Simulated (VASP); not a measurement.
# BP (I-4m2) in VASP: notebook, part 2 of 2

VASP 6.6.1. The steps go on from the part before.

### Step 3. Single point, r2SCAN

This run uses another cell than the first one, of the same volume but with other edges.

POSCAR reads:

```
BP
1.0
    0.0000000000      2.0789946821      2.7026930868
    2.0789946821      0.0000000000      2.7026930868
    2.0789946821      2.0789946821      0.0000000000
B P
1 1
Direct
    0.0000000000      0.0000000000      0.0000000000
    0.7500000000      0.7500000000      0.7500000000
```

INCAR.step1 reads:

```
PREC     = Accurate       # precision mode
ENCUT    = 520            # plane-wave cutoff, eV
ISMEAR   = 0              # smearing method
SIGMA    = 0.05           # smearing width, eV
LREAL    = False          # projectors in reciprocal space
LASPH    = True           # aspherical terms in the spheres
NELM     = 60             # most SCF steps
NBANDS   = 11             # bands
GGA      = PE             # functional
ALGO     = Normal         # electronic algorithm
EDIFF    = 1E-4           # SCF threshold, eV
LWAVE    = True           # write WAVECAR
LCHARG   = False          # write CHGCAR
```

INCAR.step2 reads:

```
PREC     = Accurate       # precision mode
ENCUT    = 520            # plane-wave cutoff, eV
EDIFF    = 1E-6           # SCF threshold, eV
ISMEAR   = 0              # smearing method
SIGMA    = 0.05           # smearing width, eV
LREAL    = False          # projectors in reciprocal space
LASPH    = True           # aspherical terms in the spheres
NELM     = 60             # most SCF steps
ALGO     = Normal         # electronic algorithm
ISIF     = 2              # what is computed and relaxed
LWAVE    = False          # write WAVECAR
LCHARG   = False          # write CHGCAR
METAGGA  = R2SCAN         # meta-GGA
LMIXTAU  = True         
NBANDS   = 11             # bands
ISTART   = 1
```

KPOINTS reads:

```
regular mesh
0
Gamma
  8 8 8
```

Potentials or basis: VASP PAW PBE potentials, release 64 (B, P).

Run with:

```sh
$ cat potpaw_PBE.64/B/POTCAR potpaw_PBE.64/P/POTCAR > POTCAR
$ cp INCAR.step1 INCAR
$ mpirun -np 1 vasp_std > vasp.out
$ cp INCAR.step2 INCAR
$ mpirun -np 1 vasp_std > vasp.out
```

OUTCAR:

```text
PREC = Accurate
   ENCUT = 520
   EDIFF = 1E-6
   ISMEAR = 0
   LREAL = False
   LASPH = True
   NELM = 60
   ISIF = 2
   METAGGA = R2SCAN
   ISTART = 1

 ion  position               nearest neighbor table
   1  0.000  0.000  0.000-   2 2.00   2 2.00   2 2.00   2 2.00
   2  0.750  0.750  0.750-   1 2.00   1 2.00   1 2.00   1 2.00

  LATTYP: Found a body centered tetragonal cell.
 ALAT       =     2.9401424755
 C/A-ratio  =     1.8384776311

  Lattice vectors:

 A1 = (  -2.0789946821,   0.0000000000,   2.7026930868)
 A2 = (   2.0789946821,   0.0000000000,   2.7026930868)
 A3 = (   0.0000000000,   2.0789946821,  -2.7026930868)

Analysis of symmetry for initial positions (statically):
=====================================================================
 Subroutine PRICEL returns:
 Original cell was already a primitive cell.

 Routine SETGRP: Setting up the symmetry group for a
 body centered tetragonal supercell.

 Subroutine GETGRP returns: Found  8 space group operations
 (whereof  8 operations were pure point group operations)
 out of a pool of 16 trial point group operations.

The static configuration has the point symmetry D_2d.

Analysis of symmetry for dynamics (positions and initial velocities):
[... 166 lines left out ...]

 k-point     1 :       0.0000    0.0000    0.0000
  band No.  band energies     occupation
      1      -8.8070      2.00000
      2       5.1262      2.00000
      3       8.7607      0.00000
      4       8.7607      0.00000
      5      11.0628      0.00000
      6      11.0628      0.00000
      7      12.3672      0.00000
      8      12.6618      0.00000
      9      17.9355      0.00000
     10      19.9036      0.00000
     11      20.3016      0.00000
[... 309 lines left out ...]
 k-point    24 :       0.3750    0.0000    0.1250
  band No.  band energies     occupation
      1      -6.2802      2.00000
      2       0.4976      2.00000
      3       3.8365      2.00000
      4       6.7634      2.00000
      5       9.2979      0.00000
      6      12.5121      0.00000
      7      15.0109      0.00000
      8      16.7361      0.00000
      9      19.4089      0.00000
     10      21.9885      0.00000
     11      25.3144      0.00000

 [... further k-points ...]
[... 5 lines left out ...]
  --------------------------------------------------------------------------------------
  -------------------------------------------------------------------------------------
  Total        4.5114206      4.5114206     -9.3713096      0.0000000      0.0000000     -0.0000000
  in kB      309.3787026    309.3787026   -642.6542525      0.0000000      0.0000000     -0.0000000
  external PRESSURE =      -7.9656158 kB  Pullay stress =       0.0000000 kB

 VOLUME and BASIS-vectors are now :
 -----------------------------------------------------------------------------
  energy-cutoff  :      520.00
  volume of cell :       23.36
      direct lattice vectors                 reciprocal lattice vectors
     0.000000000  2.078994682  2.702693087    -0.240500856  0.240500856  0.185000658
     2.078994682  0.000000000  2.702693087     0.240500856 -0.240500856  0.185000658
     2.078994682  2.078994682  0.000000000     0.240500856  0.240500856 -0.185000658

 POSITION                                       TOTAL-FORCE (eV/Angst)
 -----------------------------------------------------------------------------------
      0.00000      0.00000      0.00000        -0.000000     -0.000000      0.000000
      3.11849      3.11849      4.05404         0.000000      0.000000      0.000000
 -----------------------------------------------------------------------------------
    total drift:                               -0.000011     -0.000011     -0.000022

  FREE ENERGIE OF THE ION-ELECTRON SYSTEM (eV)
  ---------------------------------------------------
  free  energy   TOTEN  =       -16.1494191007 eV

  energy  without entropy=      -16.1487719239  energy(sigma->0) =      -16.14909551
```

OSZICAR.step1:

```text
N       E                     dE             d eps       ncg     rms          rms(c)
DAV:   1     0.100742557032E+02    0.10074E+02   -0.41284E+03  1306   0.664E+02
DAV:   2    -0.117895400970E+02   -0.21864E+02   -0.20877E+02  1744   0.108E+02
DAV:   3    -0.124372505035E+02   -0.64771E+00   -0.64557E+00  1616   0.160E+01
DAV:   4    -0.124398620877E+02   -0.26116E-02   -0.26113E-02  1525   0.121E+00
DAV:   5    -0.124398757970E+02   -0.13709E-04   -0.13709E-04  1642   0.866E-02    0.687E+00
DAV:   6    -0.119312156330E+02    0.50866E+00   -0.13829E+00  1475   0.474E+00    0.368E+00
DAV:   7    -0.118656317034E+02    0.65584E-01   -0.13785E-01  1637   0.197E+00    0.145E+00
DAV:   8    -0.118576877127E+02    0.79440E-02   -0.22869E-02  1502   0.826E-01    0.238E-01
DAV:   9    -0.118578864051E+02   -0.19869E-03   -0.75037E-04  1493   0.181E-01    0.131E-01
DAV:  10    -0.118579805287E+02   -0.94124E-04   -0.19598E-04  1437   0.889E-02
   1 F= -.11857981E+02 E0= -.11857441E+02  d E =-.107893E-02
```

Run time: 55 s. Hardware: 1 thread of Intel Xeon Platinum 8259CL at 2.50GHz (Skylake/Cascade Lake), shared host; peak memory 0.15 GiB.

Results:

| Property | Result |
| --- | --- |
| Free energy | -16.1494 eV |
| Pressure | -0.8 GPa |
| Band gap on the k mesh | zero (band 4 reaches 8.76 eV, above the bottom of band 5 at 8.09 eV) |

Stress tensor (GPa, compression positive):
```
 30.94   0.00   0.00
  0.00  30.94   0.00
  0.00   0.00 -64.27
```

Levels at points of the mesh, in eV from the Fermi level:
| k point | band 1 | band 2 | band 3 | band 4 | band 5 | band 6 | band 7 | band 8 | band 9 |
| --- | --- | --- | --- | --- | --- | --- | --- | --- | --- |
| (0.00, 0.00, 0.00) | -17.27 | -3.33 | 0.30 | 0.30 | 2.60 | 2.60 | 3.91 | 4.20 | 9.48 |
| (0.50, 0.00, 0.00) | -13.62 | -10.40 | -4.69 | -0.63 | 0.02 | 5.49 | 6.36 | 10.10 | 12.97 |
| (0.50, 0.50, 0.00) | -13.80 | -11.49 | -3.11 | -3.11 | 2.68 | 3.77 | 11.57 | 11.57 | 12.48 |
| (0.50, 0.00, 0.50) | -11.02 | -9.20 | -6.22 | -5.61 | -0.13 | -0.12 | 7.93 | 10.85 | 11.47 |

Caveat: the PAW data sets were made with another functional, which shifts forces and pressure a little.
